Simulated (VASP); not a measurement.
# Tl (I4/mmm) in VASP: notebook

Tl is run at these levels: PBE+D3(BJ); tasks: single point.

All numbers are computed with VASP 6.6.1; they aren't measurements. Logs are shortened: lines on timing, memory, paths and dates and some standing lists are left out, and cuts for length are marked.

### Step 1. The cell of the first run

It takes space group I4/mmm (No. 139, tetragonal). The conventional cell has a = 3.882 Å, b = 3.882 Å, c = 3.979 Å, α = 90.00°, β = 90.00°, γ = 90.00°. Tl (site symmetry 4/mmm) has 14 Tl at 3.39 to 3.98 Å within 4.5 Å.

### Step 2. Single point, PBE+D3(BJ) (strain +0.000 along x and y, +0.025 along z)

INCAR

```
SYSTEM = Tl
ALGO = Fast
EDIFF = 1E-6
ENCUT = 520
GGA = PE
ISIF = 2
ISMEAR = 0
IVDW = 12
LASPH = .True.
LCHARG = .False.
LREAL = .False.
LWAVE = .False.
NBANDS = 12
NELM = 100
PREC = Accurate
SIGMA = 0.15
```

KPOINTS

```
k-points
0
Gamma
  18 18 18
  0 0 0
```

POSCAR

```
Tl
1.0
   -1.9410000000      1.9410000000      1.9895250000
    1.9410000000     -1.9410000000      1.9895250000
    1.9410000000      1.9410000000     -1.9895250000
Tl
1
Direct
    0.0000000000      0.0000000000      0.0000000000
```

Potentials or basis: VASP PAW PBE potentials, release 64 (Tl_d).

On the command line:

```console
cat potpaw_PBE.64/Tl_d/POTCAR > POTCAR
mpirun -np 1 vasp_std > vasp.out
```

OUTCAR:

```text
SYSTEM = Tl
   EDIFF = 1E-6
   ENCUT = 520
   GGA = PE
   ISIF = 2
   ISMEAR = 0
   IVDW = 12
   LASPH = .True.
   LREAL = .False.
   NELM = 100
   PREC = Accurate
 IVDW          = 12

 ion  position               nearest neighbor table
   1  0.000  0.000  0.000-

  LATTYP: Found a body centered tetragonal cell.
 ALAT       =     3.8820000000
 C/A-ratio  =     1.0250000000

  Lattice vectors:

 A1 = (  -1.9410000000,   1.9410000000,   1.9895250000)
 A2 = (   1.9410000000,  -1.9410000000,   1.9895250000)
 A3 = (   1.9410000000,   1.9410000000,  -1.9895250000)

Analysis of symmetry for initial positions (statically):
=====================================================================
 Subroutine PRICEL returns:
 Original cell was already a primitive cell.

 Routine SETGRP: Setting up the symmetry group for a
 body centered tetragonal supercell.

 Subroutine GETGRP returns: Found 16 space group operations
 (whereof 16 operations were pure point group operations)
 out of a pool of 16 trial point group operations.

The static configuration has the point symmetry D_4h.

Analysis of symmetry for dynamics (positions and initial velocities):
=====================================================================
 Subroutine PRICEL returns:
 Original cell was already a primitive cell.

 Routine SETGRP: Setting up the symmetry group for a
 body centered tetragonal supercell.

 Subroutine GETGRP returns: Found 16 space group operations
 (whereof 16 operations were pure point group operations)
 out of a pool of 16 trial point group operations.

The dynamic configuration has the point symmetry D_4h.

 Subroutine INISYM returns: Found 16 space group operations
 (whereof 16 operations are pure point group operations),
 and found     1 'primitive' translations

----------------------------------------------------------------------------------------

                                     Primitive cell

  volume of cell :      29.9820

  direct lattice vectors                    reciprocal lattice vectors
    -1.941000000  1.941000000  1.989525000     0.000000000  0.257599176  0.251316269
     1.941000000 -1.941000000  1.989525000     0.257599176  0.000000000  0.251316269
     1.941000000  1.941000000 -1.989525000     0.257599176  0.257599176  0.000000000

  length of vectors
     3.390158068  3.390158068  3.390158068     0.359884985  0.359884985  0.364300248

  position of ions in fractional coordinates (direct lattice)
     0.000000000  0.000000000  0.000000000

  ion indices of the primitive-cell ions
   primitive index   ion index
                 1           1

----------------------------------------------------------------------------------------

 KPOINTS: k-points

Automatic generation of k-mesh.
 Grid dimensions read from file:
 generate k-points for:   18   18   18

 Generating k-lattice:

  Cartesian coordinates                     Fractional coordinates (reciprocal lattice)
     0.000000000  0.014311065  0.013962015     0.055555556  0.000000000  0.000000000
     0.014311065  0.000000000  0.013962015     0.000000000  0.055555556  0.000000000
     0.014311065  0.014311065  0.000000000     0.000000000  0.000000000  0.055555556

  Length of vectors
     0.019993610  0.019993610  0.020238903

  Shift w.r.t. Gamma in fractional coordinates (k-lattice)
     0.000000000  0.000000000  0.000000000

 Subroutine IBZKPT returns following result:
 ===========================================

 Found    480 irreducible k-points:

 Following reciprocal coordinates:
            Coordinates               Weight
  0.000000  0.000000  0.000000      1.000000
  0.055556  0.000000 -0.000000      8.000000
  0.111111  0.000000 -0.000000      8.000000
  0.166667  0.000000  0.000000      8.000000
  0.222222 -0.000000  0.000000      8.000000
  0.277778  0.000000  0.000000      8.000000
[... 16 lines left out ...]
 -0.277778  0.055556  0.000000     16.000000
 -0.222222  0.055556 -0.000000     16.000000
 [... further k-points ...]
   k-points           NKPTS =    480   k-points in BZ     NKDIM =    480   number of bands    NBANDS=     12
   number of dos      NEDOS =    301   number of ions     NIONS =      1
   total plane-waves  NPLWV =  21952
   dimension x,y,z NGX =    28 NGY =   28 NGZ =   28
   dimension x,y,z NGXF=    56 NGYF=   56 NGZF=   56
   ions per type =               1
   NGX,Y,Z   is equivalent  to a cutoff of  13.73, 13.73, 13.73 a.u.
   NGXF,Y,Z  is equivalent  to a cutoff of  27.46, 27.46, 27.46 a.u.
 SYSTEM =  Tl
   PREC   = accura    normal or accurate (medium, high low for compatibility)
   ISTART =      0    job   : 0-new  1-cont  2-samecut
   ICHARG =      2    charge: 1-file 2-atom 10-const
   ISPIN  =      1    spin polarized calculation?
   LNONCOLLINEAR =      F non collinear calculations
   LSORBIT =      F    spin-orbit coupling
   LASPH  =      T    aspherical Exc in radial PAW
   ENCUT  =  520.0 eV  38.22 Ry    6.18 a.u.   6.30  6.30  6.30*2*pi/ulx,y,z
   NELM   =    100;   NELMIN=  2; NELMDL= -5     # of ELM steps
   EDIFF  = 0.1E-05   stopping-criterion for ELM
   LREAL  =      F    real-space projection
   EDIFFG = 0.1E-04   stopping-criterion for IOM
   NSW    =      0    number of steps for IOM
   IBRION =     -1    ionic relax: 0-MD 1-quasi-New 2-CG
   NFREE  =      0    steps in history (QN), initial steepest desc. (CG)
   ISIF   =      2    stress and relaxation
   ISYM   =      2    0-nonsym 1-usesym 2-fastsym
   POTIM  = 0.5000    time-step for ionic-motion
   TEBEG  =    0.0;   TEEND  =   0.0 temperature during run
   PSTRESS=    0.0 pullay stress
   NELECT =      13.0000    total number of electrons
   NUPDOWN=      -1.0000    fix difference up-down
   EMIN   =  10.00;   EMAX   =-10.00  energy-range for DOS
   EFERMI =   0.00;   METHOD = LEGACY
   ISMEAR =     0;   SIGMA  =   0.15  broadening in eV -4-tet -1-fermi 0-gaus
   EFERMI_NEDOS =   21; number of points for ismear=-14 and -15
   IALGO  =     68    algorithm
   IMIX   =      4    mixing-type and parameters
     AMIX     =   0.40;   BMIX     =  1.00
     AMIX_MAG =   1.60;   BMIX_MAG =  1.00
  volume/ion in A,a.u.               =      29.98       202.33
  Fermi-wavevector in a.u.,A,eV,Ry     =   1.239089  2.341538 20.889586  1.535341
  Thomas-Fermi vector in A             =   2.373587
   LORBIT       =      0    0 simple, 1 ext, 2 COOP (PROOUT), +10 PAW based schemes
   GGA     = PE    functional components
   LHFCALC =     F    Hartree Fock is set to
   AEXX    =    0.0000 exact exchange contribution
   IVDW    =    12    specifies the selected vdW correction
   LEPSILON=     F    determine dielectric tensor
   LRPA    =     F    only Hartree local field effects (RPA)
 non-spin polarized calculation
 RMM-DIIS sequential band-by-band and
 Gauss-broadening in eV      SIGMA  =   0.15
  energy-cutoff  :      520.00
  volume of cell :       29.98
 maximum number of plane-waves:       826
 NGX is ok and might be reduce to    28
   NGX = 13   NGY = 13   NGZ = 13

 number of electron      13.0000003 magnetization

 Free energy of the ion-electron system (eV)
  ---------------------------------------------------
  ext. energy  EPLUGINS =         0.00000000
  ---------------------------------------------------
  free energy    TOTEN  =        -2.21853046 eV

  energy without entropy =       -2.21405211  energy(sigma->0) =       -2.21629128

 E-fermi :   6.1205     XC(G=0):  -9.9582

 val. band max:        6.1095150418   @ k =  -0.3889   0.0556  -0.0000
 cond. band min:       6.1425199457   @ k =  -0.3889  -0.3889   0.1667
 fundamental gap:      0.0330049039
 Fermi energy:         6.1205190526

 k-point     1 :       0.0000    0.0000    0.0000
  band No.  band energies     occupation
      1      -5.5328      2.00000
      2      -5.5328      2.00000
      3      -5.5043      2.00000
      4      -5.1538      2.00000
      5      -5.1272      2.00000
      6      -3.6385      2.00000
      7      16.3088      0.00000
      8      16.4752      0.00000
      9      16.4752      0.00000
     10      18.1308      0.00000
     11      18.4492      0.00000
     12      18.4492      0.00000

 k-point     2 :       0.0556    0.0000   -0.0000
  band No.  band energies     occupation
      1      -5.5299      2.00000
      2      -5.5286      2.00000
      3      -5.4944      2.00000
      4      -5.1577      2.00000
      5      -5.1291      2.00000
      6      -3.5722      2.00000
      7      15.5970      0.00000
      8      16.2265      0.00000
      9      16.2813      0.00000
     10      17.9312      0.00000
     11      18.2970      0.00000
     12      18.3736      0.00000

 k-point     3 :       0.1111    0.0000   -0.0000
  band No.  band energies     occupation
      1      -5.5389      2.00000
      2      -5.5193      2.00000
      3      -5.4482      2.00000
      4      -5.1699      2.00000
      5      -5.1328      2.00000
      6      -3.3708      2.00000
      7      13.9449      0.00000
      8      15.6076      0.00000
      9      15.9143      0.00000
     10      17.5372      0.00000
     11      18.1872      0.00000
     12      18.2362      0.00000

 k-point     4 :       0.1667    0.0000    0.0000
  band No.  band energies     occupation
      1      -5.5587      2.00000
      2      -5.5134      2.00000
      3      -5.3699      2.00000
      4      -5.1873      2.00000
      5      -5.1360      2.00000
      6      -3.0296      2.00000
      7      12.0987      0.00000
      8      14.8294      0.00000
      9      15.3792      0.00000
     10      17.1150      0.00000
     11      17.9593      0.00000
     12      18.4539      0.00000

 k-point     5 :       0.2222   -0.0000    0.0000
  band No.  band energies     occupation
      1      -5.5840      2.00000
      2      -5.5206      2.00000
      3      -5.2704      2.00000
      4      -5.2008      2.00000
      5      -5.1383      2.00000
      6      -2.5466      2.00000
      7      10.2639      0.00000
      8      14.0339      0.00000
      9      14.8033      0.00000
     10      16.7458      0.00000
     11      17.7371      0.00000
     12      18.8888      0.00000
[... 228 lines left out ...]
      1      -5.6421      2.00000
      2      -5.5874      2.00000
      3      -5.1990      2.00000
      4      -5.1388      2.00000
      5      -5.0169      2.00000
      6      -0.7018      2.00000
      7       6.1095      1.08263
      8      12.0333      0.00000
      9      13.3909      0.00000
     10      16.5420      0.00000
     11      17.7309      0.00000
     12      19.9699      0.00000

 k-point    22 :      -0.3333    0.0556    0.0000
  band No.  band energies     occupation
      1      -5.6193      2.00000
      2      -5.5545      2.00000
      3      -5.2058      2.00000
      4      -5.1417      2.00000
      5      -5.1097      2.00000
      6      -1.5045      2.00000
      7       7.6686      0.00000
      8      12.5621      0.00000
      9      13.7666      0.00000
     10      16.7353      0.00000
     11      17.8645      0.00000
     12      19.3521      0.00000

 k-point    23 :      -0.2778    0.0556    0.0000
  band No.  band energies     occupation
      1      -5.5932      2.00000
      2      -5.5278      2.00000
      3      -5.2199      2.00000
      4      -5.2042      2.00000
      5      -5.1379      2.00000
      6      -2.1920      2.00000
      7       9.3524      0.00000
      8      13.2239      0.00000
      9      14.2448      0.00000
     10      17.0001      0.00000
     11      18.0247      0.00000
     12      18.8041      0.00000

 k-point    24 :      -0.2222    0.0556   -0.0000
  band No.  band energies     occupation
      1      -5.5672      2.00000
      2      -5.5158      2.00000
      3      -5.3190      2.00000
      4      -5.1942      2.00000
      5      -5.1383      2.00000
      6      -2.7467      2.00000
      7      11.1221      0.00000
      8      13.9883      0.00000
      9      14.7961      0.00000
     10      17.3265      0.00000
     11      18.1199      0.00000
     12      18.4371      0.00000

 [... further k-points ...]

------------------------ aborting loop because EDIFF is reached ----------------------------------------

 Edisp (eV)   -0.32588

 E8    (eV) :    -0.1702

  FORCE on cell =-STRESS in cart. coord.  units (eV):
  Direction    XX          YY          ZZ          XY          YZ          ZX
  --------------------------------------------------------------------------------------
  -------------------------------------------------------------------------------------
  Total      -0.07701    -0.07701    -0.12882     0.00000     0.00000     0.00000
  in kB      -4.11547    -4.11547    -6.88411     0.00000     0.00000     0.00000
  external pressure =       -5.04 kB  Pullay stress =        0.00 kB

 VOLUME and BASIS-vectors are now :
 -----------------------------------------------------------------------------
  energy-cutoff  :      520.00
  volume of cell :       29.98
      direct lattice vectors                 reciprocal lattice vectors
    -1.941000000  1.941000000  1.989525000     0.000000000  0.257599176  0.251316269
     1.941000000 -1.941000000  1.989525000     0.257599176  0.000000000  0.251316269
     1.941000000  1.941000000 -1.989525000     0.257599176  0.257599176  0.000000000

 POSITION                                       TOTAL-FORCE (eV/Angst)
 -----------------------------------------------------------------------------------
      0.00000      0.00000      0.00000        -0.000000      0.000000     -0.000000
 -----------------------------------------------------------------------------------
    total drift:                               -0.000000     -0.000000     -0.000000

  FREE ENERGIE OF THE ION-ELECTRON SYSTEM (eV)
  ---------------------------------------------------
  free  energy   TOTEN  =        -2.5444071490 eV

  energy  without entropy=       -2.5399287925  energy(sigma->0) =       -2.54216797
```

Run time: 63 s. Hardware: 1 thread of Intel Xeon 6975P-C (Granite Rapids), shared host; peak memory 0.29 GiB.

Results:

- Free energy: -2.5444 eV
- Pressure: -0.5 GPa
- Band gap on the k mesh: zero (an odd number of electrons rules out a gap without spin polarisation)
- Dispersion energy per atom: -0.326 eV

Stress tensor (GPa, compression positive):
```
-0.41  0.00  0.00
 0.00 -0.41  0.00
 0.00  0.00 -0.69
```

Levels at points of the mesh, in eV from the Fermi level:
```tsv
k point	band 4	band 5	band 6	band 7	band 8	band 9
(0.00, 0.00, 0.00)	-11.27	-11.25	-9.76	10.19	10.35	10.35
(0.50, 0.00, 0.00)	-11.26	-11.01	-5.12	-2.60	5.72	7.12
(0.50, 0.50, 0.00)	-11.25	-11.00	-4.98	-2.53	5.40	6.71
(0.50, 0.50, 0.50)	-11.07	-11.07	-1.89	1.12	1.57	1.57
```

Caveat: the cell differs from its parent crystal (strain +0.000 along x and y, +0.025 along z); spin-orbit coupling is left out, which moves the levels of the heavy elements.

[end of part 1 of 2]
